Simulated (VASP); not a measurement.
# TiAl (Pmm2) in VASP: further runs

The runs below take TiAl through single point, relaxation of cell and atoms, with PBE.

Everything below comes from runs of VASP 6.6.1. Logs are shortened: lines on timing, memory, paths and dates and some standing lists are left out, and cuts for length are marked.

**1. The cell of the first run**

The structure is orthorhombic, space group Pmm2 (No. 25). Conventional cell: a = 2.776 Å, b = 2.862 Å, c = 4.042 Å, α = 90.00°, β = 90.00°, γ = 90.00°. Ti (site symmetry mm2) has 4 Al at 2.33 Å and 4 Ti at 2.78 to 2.86 Å within 3.1 Å. Within 3.1 Å of Al (site symmetry mm2) lie 4 Ti at 2.33 Å and 4 Al at 2.78 to 2.86 Å.

**2. Single point, PBE**

INCAR

```
SYSTEM = TiAl
ALGO = Normal
EDIFF = 1E-6
ENCUT = 520
GGA = PE
ISIF = 2
ISMEAR = 0
LASPH = .TRUE.
LCHARG = .FALSE.
LREAL = .FALSE.
LWAVE = .FALSE.
NBANDS = 14
NELM = 100
PREC = Accurate
SIGMA = 0.1
```

KPOINTS

```
k-points
0
G
  6 6 4
  0 0 0
```

POSCAR

```
TiAl
1.0
    2.7764333400      0.0000000000      0.0000000000
    0.0000000000      2.8621045700      0.0000000000
    0.0000000000      0.0000000000      4.0417781200
Ti Al
1 1
Direct
    0.5000000000      0.5000000000      0.6008257400
    0.0000000000      0.0000000000      0.8991742600
```

Potentials or basis: VASP PAW PBE potentials, release 64 (Ti_sv, Al).

On the command line:

```sh
$ cat potpaw_PBE.64/Ti_sv/POTCAR potpaw_PBE.64/Al/POTCAR > POTCAR
$ mpirun -np 1 vasp_std > vasp.out
```

OUTCAR:

```text
SYSTEM = TiAl
   EDIFF = 1E-6
   ENCUT = 520
   GGA = PE
   ISIF = 2
   ISMEAR = 0
   LASPH = .TRUE.
   LREAL = .FALSE.
   NELM = 100
   PREC = Accurate

 ion  position               nearest neighbor table
   1  0.500  0.500  0.601-   2 2.33   2 2.33   2 2.33   2 2.33
   2  0.000  0.000  0.899-   1 2.33   1 2.33   1 2.33   1 2.33

  LATTYP: Found a simple orthorhombic cell.
 ALAT       =     2.7764333400
 B/A-ratio  =     1.0308565773
 C/A-ratio  =     1.4557447001

  Lattice vectors:

 A1 = (   2.7764333400,   0.0000000000,   0.0000000000)
 A2 = (   0.0000000000,   2.8621045700,   0.0000000000)
 A3 = (   0.0000000000,   0.0000000000,   4.0417781200)

Analysis of symmetry for initial positions (statically):
=====================================================================
 Subroutine PRICEL returns:
 Original cell was already a primitive cell.

 Routine SETGRP: Setting up the symmetry group for a
 simple orthorhombic supercell.

 Subroutine GETGRP returns: Found  4 space group operations
 (whereof  4 operations were pure point group operations)
 out of a pool of  8 trial point group operations.

The static configuration has the point symmetry C_2v.

Analysis of symmetry for dynamics (positions and initial velocities):
=====================================================================
 Subroutine PRICEL returns:
 Original cell was already a primitive cell.

 Routine SETGRP: Setting up the symmetry group for a
 simple orthorhombic supercell.

 Subroutine GETGRP returns: Found  4 space group operations
 (whereof  4 operations were pure point group operations)
 out of a pool of  8 trial point group operations.

The dynamic configuration has the point symmetry C_2v.

 Subroutine INISYM returns: Found  4 space group operations
 (whereof  4 operations are pure point group operations),
 and found     1 'primitive' translations

----------------------------------------------------------------------------------------

                                     Primitive cell

  volume of cell :      32.1178

  direct lattice vectors                    reciprocal lattice vectors
     2.776433340  0.000000000  0.000000000     0.360174324  0.000000000  0.000000000
     0.000000000  2.862104570  0.000000000     0.000000000  0.349393244  0.000000000
     0.000000000  0.000000000  4.041778120     0.000000000  0.000000000  0.247415858

  length of vectors
     2.776433340  2.862104570  4.041778120     0.360174324  0.349393244  0.247415858

  position of ions in fractional coordinates (direct lattice)
     0.500000000  0.500000000  0.600825740
     0.000000000  0.000000000  0.899174260

  ion indices of the primitive-cell ions
   primitive index   ion index
                 1           1
                 2           2

----------------------------------------------------------------------------------------

 KPOINTS: k-points

Automatic generation of k-mesh.
 Grid dimensions read from file:
 generate k-points for:    6    6    4

 Generating k-lattice:

  Cartesian coordinates                     Fractional coordinates (reciprocal lattice)
     0.060029054  0.000000000  0.000000000     0.166666667  0.000000000  0.000000000
     0.000000000  0.058232207  0.000000000     0.000000000  0.166666667  0.000000000
     0.000000000  0.000000000  0.061853964     0.000000000  0.000000000  0.250000000

  Length of vectors
     0.060029054  0.058232207  0.061853964

  Shift w.r.t. Gamma in fractional coordinates (k-lattice)
     0.000000000  0.000000000  0.000000000

 Subroutine IBZKPT returns following result:
 ===========================================

 Found     48 irreducible k-points:

 Following reciprocal coordinates:
            Coordinates               Weight
  0.000000  0.000000  0.000000      1.000000
  0.166667  0.000000  0.000000      2.000000
  0.333333  0.000000  0.000000      2.000000
  0.500000  0.000000  0.000000      1.000000
  0.000000  0.166667  0.000000      2.000000
  0.166667  0.166667  0.000000      4.000000
[... 16 lines left out ...]
  0.333333  0.166667  0.250000      8.000000
  0.500000  0.166667  0.250000      4.000000
 [... further k-points ...]
   k-points           NKPTS =     48   k-points in BZ     NKDIM =     48   number of bands    NBANDS=     14
   number of dos      NEDOS =    301   number of ions     NIONS =      2
   total plane-waves  NPLWV =  17280
   dimension x,y,z NGX =    24 NGY =   24 NGZ =   30
   dimension x,y,z NGXF=    48 NGYF=   48 NGZF=   60
   ions per type =               1   1
   NGX,Y,Z   is equivalent  to a cutoff of  14.37, 13.94, 12.34 a.u.
   NGXF,Y,Z  is equivalent  to a cutoff of  28.74, 27.88, 24.68 a.u.
 SYSTEM =  TiAl
   PREC   = accura    normal or accurate (medium, high low for compatibility)
   ISTART =      0    job   : 0-new  1-cont  2-samecut
   ICHARG =      2    charge: 1-file 2-atom 10-const
   ISPIN  =      1    spin polarized calculation?
   LNONCOLLINEAR =      F non collinear calculations
   LSORBIT =      F    spin-orbit coupling
   LASPH  =      T    aspherical Exc in radial PAW
   ENCUT  =  520.0 eV  38.22 Ry    6.18 a.u.   5.16  5.32  7.52*2*pi/ulx,y,z
   NELM   =    100;   NELMIN=  2; NELMDL= -5     # of ELM steps
   EDIFF  = 0.1E-05   stopping-criterion for ELM
   LREAL  =      F    real-space projection
   EDIFFG = 0.1E-04   stopping-criterion for IOM
   NSW    =      0    number of steps for IOM
   IBRION =     -1    ionic relax: 0-MD 1-quasi-New 2-CG
   NFREE  =      0    steps in history (QN), initial steepest desc. (CG)
   ISIF   =      2    stress and relaxation
   ISYM   =      2    0-nonsym 1-usesym 2-fastsym
   POTIM  = 0.5000    time-step for ionic-motion
   TEBEG  =    0.0;   TEEND  =   0.0 temperature during run
   PSTRESS=    0.0 pullay stress
   NELECT =      15.0000    total number of electrons
   NUPDOWN=      -1.0000    fix difference up-down
   EMIN   =  10.00;   EMAX   =-10.00  energy-range for DOS
   EFERMI =   0.00;   METHOD = LEGACY
   ISMEAR =     0;   SIGMA  =   0.10  broadening in eV -4-tet -1-fermi 0-gaus
   EFERMI_NEDOS =   21; number of points for ismear=-14 and -15
   IALGO  =     38    algorithm
   IMIX   =      4    mixing-type and parameters
     AMIX     =   0.40;   BMIX     =  1.00
     AMIX_MAG =   1.60;   BMIX_MAG =  1.00
  volume/ion in A,a.u.               =      16.06       108.37
  Fermi-wavevector in a.u.,A,eV,Ry     =   1.270155  2.400246 21.950206  1.613295
  Thomas-Fermi vector in A             =   2.403158
   LORBIT       =      0    0 simple, 1 ext, 2 COOP (PROOUT), +10 PAW based schemes
   GGA     = PE    functional components
   LHFCALC =     F    Hartree Fock is set to
   AEXX    =    0.0000 exact exchange contribution
   IVDW    =     0    specifies the selected vdW correction
   LEPSILON=     F    determine dielectric tensor
   LRPA    =     F    only Hartree local field effects (RPA)
 non-spin polarized calculation
 Gauss-broadening in eV      SIGMA  =   0.10
  energy-cutoff  :      520.00
  volume of cell :       32.12
 maximum number of plane-waves:       888
 NGX is ok and might be reduce to    24
   NGX = 11   NGY = 11   NGZ = 15

 number of electron      15.0000002 magnetization

 Free energy of the ion-electron system (eV)
  ---------------------------------------------------
  ext. energy  EPLUGINS =         0.00000000
  ---------------------------------------------------
  free energy    TOTEN  =       -10.02096535 eV

  energy without entropy =      -10.00885548  energy(sigma->0) =      -10.01491041

 E-fermi :   8.3960     XC(G=0): -10.8465

 val. band max:        8.3950520554   @ k =   0.1667   0.1667   0.0000
 cond. band min:       8.4497161806   @ k =   0.5000   0.5000   0.0000
 fundamental gap:      0.0546641253
 Fermi energy:         8.3959673301

 k-point     1 :       0.0000    0.0000    0.0000
  band No.  band energies     occupation
      1     -48.0490      2.00000
      2     -24.4702      2.00000
      3     -24.1382      2.00000
      4     -24.0336      2.00000
      5      -0.5209      2.00000
      6       5.5623      2.00000
      7       6.7934      2.00000
      8       9.6299      0.00000
      9      10.0556      0.00000
     10      10.3866      0.00000
     11      11.3014      0.00000
     12      14.1068      0.00000
     13      16.8240      0.00000
     14      17.8199      0.00000

 k-point     2 :       0.1667    0.0000    0.0000
  band No.  band energies     occupation
      1     -48.0301      2.00000
      2     -24.4517      2.00000
      3     -24.1903      2.00000
      4     -24.1235      2.00000
      5       0.0523      2.00000
      6       6.0357      2.00000
      7       6.9222      2.00000
      8       8.6127      0.00217
      9      10.0731      0.00000
     10      10.6852      0.00000
     11      11.3572      0.00000
     12      13.8961      0.00000
     13      15.0038      0.00000
     14      17.6423      0.00000

 k-point     3 :       0.3333    0.0000    0.0000
  band No.  band energies     occupation
      1     -47.9920      2.00000
      2     -24.4972      2.00000
      3     -24.4123      2.00000
      4     -24.0942      2.00000
      5       1.6394      2.00000
      6       6.0888      2.00000
      7       7.0687      2.00000
      8       7.9388      2.00000
      9       9.4693      0.00000
     10      10.4164      0.00000
     11      11.5595      0.00000
     12      13.5468      0.00000
     13      14.2316      0.00000
     14      18.9550      0.00000
[... 324 lines left out ...]
 k-point    23 :       0.3333    0.1667    0.2500
  band No.  band energies     occupation
      1     -47.9786      2.00000
      2     -24.4801      2.00000
      3     -24.4061      2.00000
      4     -24.2097      2.00000
      5       2.4095      2.00000
      6       6.2365      2.00000
      7       6.6245      2.00000
      8       8.3651      1.33791
      9       9.1637      0.00000
     10       9.7048      0.00000
     11      11.7097      0.00000
     12      12.9778      0.00000
     13      16.0563      0.00000
     14      16.7460      0.00000

 k-point    24 :       0.5000    0.1667    0.2500
  band No.  band energies     occupation
      1     -47.9596      2.00000
      2     -24.6254      2.00000
      3     -24.3883      2.00000
      4     -24.1929      2.00000
      5       3.9494      2.00000
      6       4.9558      2.00000
      7       6.8207      2.00000
      8       8.2023      1.99383
      9       9.4183      0.00000
     10       9.6651      0.00000
     11      12.2014      0.00000
     12      12.6931      0.00000
     13      14.6431      0.00000
     14      17.5300      0.00000

 [... further k-points ...]
[... 5 lines left out ...]
  --------------------------------------------------------------------------------------
  -------------------------------------------------------------------------------------
  Total        7.7284474      6.9950709      4.0566271      0.0000000      0.0000000      0.0000000
  in kB      385.5295067    348.9454062    202.3626927      0.0000000      0.0000000      0.0000000
  external PRESSURE =     312.2792018 kB  Pullay stress =       0.0000000 kB

 VOLUME and BASIS-vectors are now :
 -----------------------------------------------------------------------------
  energy-cutoff  :      520.00
  volume of cell :       32.12
      direct lattice vectors                 reciprocal lattice vectors
     2.776433340  0.000000000  0.000000000     0.360174324  0.000000000  0.000000000
     0.000000000  2.862104570  0.000000000     0.000000000  0.349393244  0.000000000
     0.000000000  0.000000000  4.041778120     0.000000000  0.000000000  0.247415858

 POSITION                                       TOTAL-FORCE (eV/Angst)
 -----------------------------------------------------------------------------------
      1.38822      1.43105      2.42840         0.000000      0.000000     -6.176918
      0.00000      0.00000      3.63426         0.000000      0.000000      6.176918
 -----------------------------------------------------------------------------------
    total drift:                                0.000000     -0.000000      0.000674

  FREE ENERGIE OF THE ION-ELECTRON SYSTEM (eV)
  ---------------------------------------------------
  free  energy   TOTEN  =       -10.0209653487 eV

  energy  without entropy=      -10.0088554767  energy(sigma->0) =      -10.01491041
```

Run time: 18 s. Hardware: 1 thread of Intel Xeon 8259CL, shared host; peak memory 0.16 GiB.

What came out:

| Item | Value |
| --- | --- |
| Free energy | -10.0210 eV |
| Pressure | 31.2 GPa |
| Largest force | 6.177 eV/Å |
| Band gap on the k mesh | zero (an odd number of electrons rules out a gap without spin polarisation) |

Forces on the atoms (eV/Å):
```
Ti   0.000  0.000 -6.177
Al   0.000  0.000  6.177
```

Levels at points of the mesh, in eV from the Fermi level:
```csv
k point,band 6,band 7,band 8,band 9,band 10,band 11
"(0.00, 0.00, 0.00)",-2.83,-1.60,1.23,1.66,1.99,2.91
"(0.50, 0.00, 0.00)",-4.36,-0.93,-0.67,0.66,2.09,3.65
"(0.00, 0.50, 0.00)",-4.42,-0.98,-0.82,1.09,2.30,3.33
"(0.50, 0.50, 0.00)",-1.91,-1.81,0.05,1.58,1.60,4.21
"(0.00, 0.00, 0.50)",-5.09,-1.48,0.78,1.36,1.74,2.92
"(0.50, 0.00, 0.50)",-3.30,-0.96,-0.82,0.71,1.90,1.99
"(0.00, 0.50, 0.50)",-3.31,-1.26,-0.99,1.13,1.88,2.14
"(0.50, 0.50, 0.50)",-2.57,-2.53,1.83,2.55,3.71,3.88
```

Caveat: the k points lie up to 0.39 Å⁻¹ apart, too coarse for converged energies and pressures of a metal; forces of over 1 eV/Å act on the atoms, so gaps and moduli don't describe the material at rest.

(Continued in part 2 of 2.)

The gap in the log of VASP goes by the Fermi energy; the results here count the filled bands.